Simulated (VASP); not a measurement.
# Sb in VASP: notebook, part 3 of 3

VASP 6.6.1. Earlier steps stand in the parts before.

**4. Single point, PBE**

This run uses another cell than the first one: it holds 6 atoms, not 2.

Contents of INCAR:

```
ALGO     = Normal         # electronic algorithm
EDIFF    = 1E-6           # SCF threshold, eV
ENCUT    = 500            # plane-wave cutoff, eV
GGA      = PE             # functional
GGA_COMPAT= F            
ISIF     = 2              # what is computed and relaxed
ISMEAR   = 0              # smearing method
LASPH    = T              # aspherical terms in the spheres
LCHARG   = F              # write CHGCAR
LREAL    = F              # projectors in reciprocal space
LWAVE    = F              # write WAVECAR
NBANDS   = 24             # bands
NELM     = 120            # most SCF steps
PREC     = Accurate       # precision mode
SIGMA    = 0.1            # smearing width, eV
```

Contents of KPOINTS:

```
k-points
0
Gamma
  8 6 8
```

Contents of POSCAR:

```
Sb
1.0
   -3.1275664652      3.1276270359     -0.0194648725
    0.0385970767      0.0000000000     -6.2016806405
   -3.0830166901     -6.2107034339     -0.0191876104
Sb
6
Direct
    1.0000000000      0.7500000000      0.5000000000
    0.3333333333      0.7500000000      0.1666666667
    0.6666666667      0.7500000000      0.8333333333
    0.3333333333      0.2500000000      0.1666666667
    0.6666666667      0.2500000000      0.8333333333
    0.0000000000      0.2500000000      0.5000000000
```

Potentials or basis: VASP PAW PBE potentials, release 64 (Sb).

Command:

```sh
$ cat potpaw_PBE.64/Sb/POTCAR > POTCAR
$ mpirun -np 1 vasp_std > vasp.out
```

OUTCAR:

```text
EDIFF = 1E-6
   ENCUT = 500
   GGA = PE
   ISIF = 2
   ISMEAR = 0
   LASPH = T
   LREAL = F
   NELM = 120
   PREC = Accurate

 ion  position               nearest neighbor table
   1  0.000  0.750  0.500-   6 3.10   6 3.10   2 3.11   3 3.11   3 3.11   2 3.11
   2  0.333  0.750  0.167-   4 3.10   4 3.10   1 3.11   3 3.11   1 3.11   3 3.11
   3  0.667  0.750  0.833-   5 3.10   5 3.10   1 3.11   2 3.11   1 3.11   2 3.11
   4  0.333  0.250  0.167-   2 3.10   2 3.10   6 3.11   5 3.11   6 3.11   5 3.11
   5  0.667  0.250  0.833-   3 3.10   3 3.10   6 3.11   4 3.11   6 3.11   4 3.11
   6  0.000  0.250  0.500-   1 3.10   1 3.10   5 3.11   4 3.11   5 3.11   4 3.11
[... 8 lines left out ...]
 A1 = (   6.2105831553,   3.0830763980,   0.0386524829)
 A2 = (  -3.0830166901,  -6.2107034339,  -0.0191876104)
 A3 = (   0.0385970767,   0.0000000000,  -6.2016806405)

Analysis of symmetry for initial positions (statically):
=====================================================================
 Subroutine PRICEL returns following result:

  LATTYP: Found a base centered orthorhombic cell.
 ALAT       =     4.3811298275
 B/A-ratio  =     1.0095871950
 C/A-ratio  =     0.7077855474

  Lattice vectors:

 A1 = (   0.0148499250,  -3.1127768239,   0.0000924207)
 A2 = (  -3.1127165402,   0.0148502139,  -0.0193724518)
 A3 = (   0.0192985384,   0.0000000000,  -3.1008403203)

   6 primitive cells build up your supercell.

 Routine SETGRP: Setting up the symmetry group for a
 base centered orthorhombic supercell.

 Subroutine GETGRP returns: Found  8 space group operations
 (whereof  4 operations were pure point group operations)
 out of a pool of  8 trial point group operations.

The static configuration has the point symmetry C_2h.
 The point group associated with its full space group is D_2h.

Analysis of symmetry for dynamics (positions and initial velocities):
=====================================================================
 Subroutine PRICEL returns following result:

  LATTYP: Found a base centered orthorhombic cell.
 ALAT       =     4.3811298275
 B/A-ratio  =     1.0095871950
 C/A-ratio  =     0.7077855474

  Lattice vectors:

 A1 = (   0.0148499250,  -3.1127768239,   0.0000924207)
 A2 = (  -3.1127165402,   0.0148502139,  -0.0193724518)
 A3 = (   0.0192985384,   0.0000000000,  -3.1008403203)

   6 primitive cells build up your supercell.

 Routine SETGRP: Setting up the symmetry group for a
 base centered orthorhombic supercell.

 Subroutine GETGRP returns: Found  8 space group operations
 (whereof  4 operations were pure point group operations)
 out of a pool of  8 trial point group operations.

The dynamic configuration has the point symmetry C_2h.
 The point group associated with its full space group is D_2h.

 Subroutine INISYM returns: Found  8 space group operations
 (whereof  4 operations are pure point group operations),
 and found     6 'primitive' translations

----------------------------------------------------------------------------------------

                                     Primitive cell

  volume of cell :      30.0451

  direct lattice vectors                    reciprocal lattice vectors
     0.014849925 -3.112776824  0.000092421    -0.001532633 -0.321263880 -0.000009539
[... 34 lines left out ...]
 Subroutine IBZKPT returns following result:
 ===========================================

 Found     84 irreducible k-points:

 Following reciprocal coordinates:
            Coordinates               Weight
  0.000000  0.000000  0.000000      1.000000
  0.125000  0.000000  0.000000      4.000000
  0.250000  0.000000  0.000000      4.000000
  0.375000  0.000000  0.000000      4.000000
  0.500000  0.000000  0.000000      2.000000
  0.000000  0.166667  0.000000      2.000000
[... 16 lines left out ...]
  0.250000  0.000000  0.125000      4.000000
  0.375000  0.000000  0.125000      4.000000
 [... further k-points ...]
   k-points           NKPTS =     84   k-points in BZ     NKDIM =     84   number of bands    NBANDS=     24
   number of dos      NEDOS =    301   number of ions     NIONS =      6
   total plane-waves  NPLWV =  82944
   dimension x,y,z NGX =    32 NGY =   48 NGZ =   54
   dimension x,y,z NGXF=    64 NGYF=   96 NGZF=  108
   ions per type =               6
   NGX,Y,Z   is equivalent  to a cutoff of  12.03, 12.87, 12.95 a.u.
   NGXF,Y,Z  is equivalent  to a cutoff of  24.05, 25.73, 25.89 a.u.
 SYSTEM =  unknown system
   PREC   = accura    normal or accurate (medium, high low for compatibility)
   ISTART =      0    job   : 0-new  1-cont  2-samecut
   ICHARG =      2    charge: 1-file 2-atom 10-const
   ISPIN  =      1    spin polarized calculation?
   LNONCOLLINEAR =      F non collinear calculations
   LSORBIT =      F    spin-orbit coupling
   LASPH  =      T    aspherical Exc in radial PAW
   ENCUT  =  500.0 eV  36.75 Ry    6.06 a.u.   8.06 11.31 12.64*2*pi/ulx,y,z
   NELM   =    120;   NELMIN=  2; NELMDL= -5     # of ELM steps
   EDIFF  = 0.1E-05   stopping-criterion for ELM
   LREAL  =      F    real-space projection
   EDIFFG = 0.1E-04   stopping-criterion for IOM
   NSW    =      0    number of steps for IOM
   IBRION =     -1    ionic relax: 0-MD 1-quasi-New 2-CG
   NFREE  =      0    steps in history (QN), initial steepest desc. (CG)
   ISIF   =      2    stress and relaxation
   ISYM   =      2    0-nonsym 1-usesym 2-fastsym
   POTIM  = 0.5000    time-step for ionic-motion
   TEBEG  =    0.0;   TEEND  =   0.0 temperature during run
   PSTRESS=    0.0 pullay stress
   NELECT =      30.0000    total number of electrons
   NUPDOWN=      -1.0000    fix difference up-down
   EMIN   =  10.00;   EMAX   =-10.00  energy-range for DOS
   EFERMI =   0.00;   METHOD = LEGACY
   ISMEAR =     0;   SIGMA  =   0.10  broadening in eV -4-tet -1-fermi 0-gaus
   EFERMI_NEDOS =   21; number of points for ismear=-14 and -15
   IALGO  =     38    algorithm
   IMIX   =      4    mixing-type and parameters
     AMIX     =   0.40;   BMIX     =  1.00
     AMIX_MAG =   1.60;   BMIX_MAG =  1.00
  volume/ion in A,a.u.               =      30.05       202.75
  Fermi-wavevector in a.u.,A,eV,Ry     =   0.900479  1.701658 11.032450  0.810862
  Thomas-Fermi vector in A             =   2.023442
   LORBIT       =      0    0 simple, 1 ext, 2 COOP (PROOUT), +10 PAW based schemes
   GGA     = PE    functional components
   LHFCALC =     F    Hartree Fock is set to
   AEXX    =    0.0000 exact exchange contribution
   IVDW    =     0    specifies the selected vdW correction
   LEPSILON=     F    determine dielectric tensor
   LRPA    =     F    only Hartree local field effects (RPA)
 non-spin polarized calculation
 Gauss-broadening in eV      SIGMA  =   0.10
  energy-cutoff  :      500.00
  volume of cell :      180.27
 maximum number of plane-waves:      4611
   NGX = 17   NGY = 23   NGZ = 25

 number of electron      29.9999997 magnetization

 Free energy of the ion-electron system (eV)
  ---------------------------------------------------
  ext. energy  EPLUGINS =         0.00000000
  ---------------------------------------------------
  free energy    TOTEN  =       -24.53787814 eV

  energy without entropy =      -24.52154007  energy(sigma->0) =      -24.52970911

 E-fermi :   7.1017     XC(G=0):  -9.5941

 val. band max:        7.0693890555   @ k =   0.1250   0.3333  -0.0000
 cond. band min:       7.1093647852   @ k =  -0.0000   0.3333  -0.0000
 fundamental gap:      0.0399757297
 Fermi energy:         7.1016500407

 k-point     1 :       0.0000    0.0000    0.0000
  band No.  band energies     occupation
      1      -5.2868      2.00000
      2      -2.8591      2.00000
      3      -2.3072      2.00000
      4      -2.3072      2.00000
      5       0.2348      2.00000
      6       0.2348      2.00000
[... 637 lines left out ...]
     23      11.6798      0.00000
     24      12.1691      0.00000

 [... further k-points ...]
[... 5 lines left out ...]
  --------------------------------------------------------------------------------------
  -------------------------------------------------------------------------------------
  Total       -0.0075800     -0.0075810      0.0180095     -0.0758030     -0.0004718     -0.0001593
  in kB       -0.0673682     -0.0673770      0.1600613     -0.6737082     -0.0041929     -0.0014155
  external PRESSURE =       0.0084387 kB  Pullay stress =       0.0000000 kB

 VOLUME and BASIS-vectors are now :
 -----------------------------------------------------------------------------
  energy-cutoff  :      500.00
  volume of cell :      180.27
      direct lattice vectors                 reciprocal lattice vectors
    -3.127566465  3.127627036 -0.019464873    -0.213660895  0.106066185 -0.001329750
     0.038597077  0.000000000 -6.201680641     0.001003503  0.000000000 -0.161240368
    -3.083016690 -6.210703434 -0.019187610    -0.107596764 -0.107598848 -0.000669644

 POSITION                                       TOTAL-FORCE (eV/Angst)
 -----------------------------------------------------------------------------------
     -1.51256     -3.10535     -4.66085        -0.000000     -0.000000      0.000000
     -1.52741      0.00743     -4.66095         0.000000      0.000000      0.000000
     -4.62528     -3.09050     -4.68023        -0.000000     -0.000000     -0.000000
     -1.54671      0.00743     -1.56011        -0.000000     -0.000000     -0.000000
     -4.64458     -3.09050     -1.57939        -0.000000      0.000000      0.000000
     -1.53186     -3.10535     -1.56001        -0.000000     -0.000000     -0.000000
 -----------------------------------------------------------------------------------
    total drift:                               -0.000000     -0.000000     -0.000000

  FREE ENERGIE OF THE ION-ELECTRON SYSTEM (eV)
  ---------------------------------------------------
  free  energy   TOTEN  =       -24.5378781444 eV

  energy  without entropy=      -24.5215400693  energy(sigma->0) =      -24.52970911
```

Wall time 7.1 min (1 thread of AMD EPYC 7R13, shared host); peak memory 0.4 GiB.

Results:

```
Free energy            : -24.5379 eV
Pressure               : 0.0 GPa
Band gap on the k mesh : zero (band 15 reaches 8.42 eV, above the bottom of band 16 at 5.69 eV)
```

Stress tensor (GPa, compression positive):
```
-0.01 -0.07  0.00
-0.07 -0.01  0.00
 0.00  0.00  0.02
```

Levels at points of the mesh, in eV from the Fermi level:
```
           k point  band 13  band 14  band 15  band 16  band 17  band 18
(0.00, 0.00, 0.00)    -2.21    -0.67    -0.67     0.16     0.16     3.14
(0.50, 0.00, 0.00)    -3.36    -1.21    -1.21     1.39     1.39     2.15
(0.00, 0.50, 0.00)    -1.40    -1.40    -1.40    -1.40     0.89     0.89
(0.50, 0.50, 0.00)    -0.23    -0.23    -0.23    -0.23     0.16     0.16
(0.00, 0.00, 0.50)    -1.58     0.15     0.15     0.44     0.44     2.15
(0.00, 0.50, 0.50)    -1.24    -1.24     0.97     0.97     0.97     0.97
```

Caveat: spin-orbit coupling is left out, which moves the levels of the heavy elements.

**5. Relaxation of cell and atoms, PBE**

Contents of INCAR:

```
  PREC = Accurate
  ENCUT = 500
  EDIFF = 1E-7
  ISMEAR = 0
  SIGMA = 0.1
  LREAL = F
  LASPH = T
  NELM = 120
  ALGO = Normal
  ISIF = 3
  LWAVE = F
  LCHARG = F
  GGA = PE
  IBRION = 2
  NSW = 80
  EDIFFG = -0.01
  GGA_COMPAT = F
  NELMIN = 4
```

Contents of KPOINTS:

```
Automatic mesh
0
Gamma
  14 14 8
```

Contents of POSCAR:

```
Sb
1.0
    3.1376553964      0.0000000000      0.0195262426
    0.0000000000      3.1376537731      0.0000000000
   -0.0390982211      0.0000000000      6.2817465017
Sb
2
Direct
    0.5003845916      0.0000000000      0.2499909716
    0.4996154084      0.0000000000      0.7500090284
```

Command:

```sh
$ cat potpaw_PBE.64/Sb/POTCAR > POTCAR
$ mpirun -np 1 vasp_std > vasp.out
```

Run time: 13 min. Hardware: 1 thread of AMD EPYC 7R13, shared host; peak memory 0.34 GiB.

It converged, with:

| Property | Result |
| --- | --- |
| Free energy | -8.1917 eV |
| Relaxed volume | 30.05 Å³/atom |
| Relaxed cell | a = 3.108 Å, b = 3.108 Å, c = 6.220 Å, α = 90.00°, β = 90.00°, γ = 90.00° |
| Space group after relaxing (to 0.05 Å) | Pm-3m (No. 221) |
| Energy gained by relaxing | 4.2 meV/atom |
| Ionic steps | 3 |
| Pressure after relaxing | 0.0 GPa |
| Band gap on the k mesh | zero (band 5 reaches 11.12 eV, above the bottom of band 6 at 4.32 eV) |

Step by step:
```tsv
step	energy change (eV)	largest force (eV/Å)	pressure (GPa)	volume (Å³)
1	0.0000	0.0007	-1.49	61.85
2	-0.0066	0.0006	0.76	59.30
3	-0.0084	0.0006	0.01	60.09
```

Final structure:
```cif
data_structure
_symmetry_space_group_name_H-M 'P 1'
_symmetry_Int_Tables_number 1
_cell_length_a 3.1082
_cell_length_b 3.1081
_cell_length_c 6.2204
_cell_angle_alpha 90.000
_cell_angle_beta 90.000
_cell_angle_gamma 90.000
_cell_volume 60.09
loop_
_atom_site_label
_atom_site_type_symbol
_atom_site_fract_x
_atom_site_fract_y
_atom_site_fract_z
_atom_site_occupancy
Sb1 Sb 0.50038 0.00000 0.24999 1
Sb2 Sb 0.49962 0.00000 0.75001 1
```

Levels at points of the mesh, in eV from the Fermi level:
```csv
k point,band 2,band 3,band 4,band 5,band 6,band 7,band 8,band 9
"(0.00, 0.00, 0.00)",-9.90,-5.49,3.28,3.30,3.30,5.28,5.28,6.95
"(0.50, 0.00, 0.00)",-7.36,-5.48,-3.46,-3.46,2.25,5.26,5.29,7.30
"(0.00, 0.50, 0.00)",-7.36,-5.48,-3.46,-3.46,2.25,5.26,5.29,7.30
"(0.50, 0.50, 0.00)",-4.53,-3.46,-3.46,-1.56,-1.56,-1.56,2.26,4.89
"(0.00, 0.00, 0.50)",-11.42,-1.92,-1.92,4.12,4.12,4.12,4.12,7.66
"(0.50, 0.00, 0.50)",-9.00,-4.68,-4.68,0.24,0.25,5.23,5.23,6.12
"(0.00, 0.50, 0.50)",-9.00,-4.68,-4.68,0.24,0.25,5.23,5.23,6.12
"(0.50, 0.50, 0.50)",-6.42,-2.68,-2.68,-2.68,-2.68,2.44,2.44,3.10
```

Caveat: spin-orbit coupling is left out, which moves the levels of the heavy elements.

**6. Overview**

| task | cell | k mesh | gap on the mesh (eV) | pressure (GPa) |
| --- | --- | --- | --- | --- |
| single point | a = 3.138, b = 3.138, c = 6.282 Å, 2 atoms | 6 × 6 × 4 | none | -1.0 |
| single point | a = 3.110, b = 3.110, c = 6.221 Å, 2 atoms | 14 × 14 × 8 | none | -0.1 |
| single point | a = 4.423, b = 6.202, c = 6.934 Å, angles 90.0, 108.6, 90.0°, 6 atoms | 8 × 6 × 8 | none | 0.0 |
| relaxation of cell and atoms | relaxed from a = 3.138, b = 3.138, c = 6.282 Å, 2 atoms | 14 × 14 × 8 | none | 0.0 |

Alike in all rows: level PBE; potentials or basis VASP PAW PBE potentials, release 64 (Sb); no spin polarisation; cutoff (eV) 500; smearing gaussian 0.1 eV.

Caveats: spin-orbit coupling is left out, which moves the levels of the heavy elements.

Absolute energies hang on the potentials; compare differences alone.
